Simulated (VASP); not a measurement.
# GaN: relaxation of cell and atoms with LDA

The system is GaN.

```xyz
4
Lattice="3.1889 0.0000 0.0000 -1.5945 2.7617 0.0000 0.0000 0.0000 5.1924" Properties=species:S:1:pos:R:3 pbc="T T T"
Ga    1.5945    0.9206    2.5914
Ga    0.0000    1.8411    5.1876
N     1.5945    0.9206    4.5481
N     0.0000    1.8411    1.9519
```

- Program: VASP 6.6.1
- Task: relaxation of cell and atoms
- Functional: LDA
- Potentials or basis: VASP PAW LDA potentials, release 64 (Ga_d, N)
- Cutoff: 600 eV
- k mesh: 12 × 12 × 6
- Occupations: gaussian, width 0.02 eV
- Spin: no spin polarisation
- Dipole correction: no
- Further INCAR settings: ALGO = Normal; EDIFF = 1e-06; IBRION = 2; EDIFFG = -0.005; NSW = 100; ISIF = 3

```yaml
Relaxed_volume: 11.11 Å³/atom
Relaxed_cell: a = 3.158 Å, b = 3.158 Å, c = 5.147 Å, α = 90.00°, β = 90.00°, γ = 120.00°
Space_group_after_relaxing_to_0.1_Å: P6_3mc (No. 186)
Energy_gained_by_relaxing: 5.8 meV/atom
Ionic_steps: 8
Pressure_after_relaxing: 0.0 GPa
Band_gap_on_the_k_mesh: 2.11 eV
```

Forces on the atoms (eV/Å):
```
Ga   0.000  0.000  0.003
Ga   0.000  0.000  0.003
N    0.000  0.000 -0.003
N    0.000  0.000 -0.003
```

The path:
| step | energy change (eV) | largest force (eV/Å) | pressure (GPa) | volume (Å³) |
| --- | --- | --- | --- | --- |
| 1 | 0.0000 | 0.0078 | -5.49 | 45.73 |
| 2 | -0.0001 | 0.0223 | 6.01 | 43.18 |
| 3 | -0.0230 | 0.0142 | 0.06 | 44.43 |
| 4 | -0.0230 | 0.0142 | -0.53 | 44.46 |
| 5 | -0.0230 | 0.0021 | -0.06 | 44.44 |
| 6 | -0.0230 | 0.0014 | 0.03 | 44.43 |
| 7 | -0.0230 | 0.0066 | -0.20 | 44.44 |
| 8 | -0.0230 | 0.0027 | 0.00 | 44.44 |

Final structure:
```
CELL_PARAMETERS angstrom
3.15752 0.00000 0.00000
-1.57876 2.73449 0.00000
0.00000 0.00000 5.14656
ATOMIC_POSITIONS crystal
Ga 0.66667 0.33333 0.49926
Ga 0.33333 0.66667 0.99926
N 0.66667 0.33333 0.87574
N 0.33333 0.66667 0.37574
```

Levels at points of the mesh, in eV from the valence-band top:
```
           k point  band 14  band 15  band 16  band 17  band 18  band 19  band 20  band 21  band 22
(0.00, 0.00, 0.00)    -1.08    -1.08    -0.05     0.00     0.00     2.11     4.35     9.19     9.87
(0.50, 0.00, 0.00)    -5.44    -4.38    -2.87    -2.33    -1.04     4.99     5.64     5.98     8.68
(0.00, 0.00, 0.50)    -3.91    -0.55    -0.55    -0.55    -0.55     4.37     4.37     8.44     8.44
(0.50, 0.00, 0.50)    -6.83    -2.03    -2.03    -1.98    -1.98     4.37     4.37     7.78     7.78
```

It took 5.1 min on 1 thread of Intel(R) Xeon(R) Platinum 8488C (Sapphire Rapids), with other jobs on the host, peak memory 0.22 GiB.
